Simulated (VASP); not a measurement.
Here is a VASP 6.6.1 calculation.

The input INCAR:

```
PREC = Accurate
ENCUT = 600
EDIFF = 1E-6
ISMEAR = -1
SIGMA = 0.08
LREAL = False
LASPH = True
NELM = 100
ALGO = Normal
ISIF = 3
LWAVE = False
LCHARG = False
GGA = PE
IBRION = 2
NSW = 60
EDIFFG = -0.005
PSTRESS = 4600.0
```

Contents of KPOINTS:

```
Automatic mesh
0
Gamma
  20 20 11
```

File POSCAR:

```
Si
1.0
    2.0686335451      0.0000000000      0.0000000000
   -1.0343167726      1.7914892012      0.0000000000
    0.0000000000      0.0000000000      3.3511863431
Si
2
Direct
    0.3333333333      0.6666666667      0.2500000000
    0.6666666667      0.3333333333      0.7500000000
```

Potentials or basis: VASP PAW PBE potentials, release 64 (Si).

Launch:

```bash
$ cat potpaw_PBE.64/Si/POTCAR > POTCAR
$ mpirun -np 1 vasp_std > vasp.out
```

Question: Estimate the band gap on the k mesh.

Answer: Zero (bands 4 and 5 overlap by 17.63 eV).

Question: Predict the relaxed volume.

Answer: 6.24 Å³/atom.

Question: Estimate the relaxed cell.

Answer: a = 2.060 Å, b = 2.060 Å, c = 3.398 Å, α = 90.00°, β = 90.00°, γ = 120.00°.

Final structure:
```
Si
1.0
     2.05989    0.00000    0.00000
    -1.02994    1.78392    0.00000
     0.00000    0.00000    3.39807
Si
2
Cartesian
  0.0000 1.1893 0.8495
  1.0299 0.5946 2.5486
```

Caveat: the cell is relaxed towards a set pressure, so the run minimises the enthalpy, not the energy.
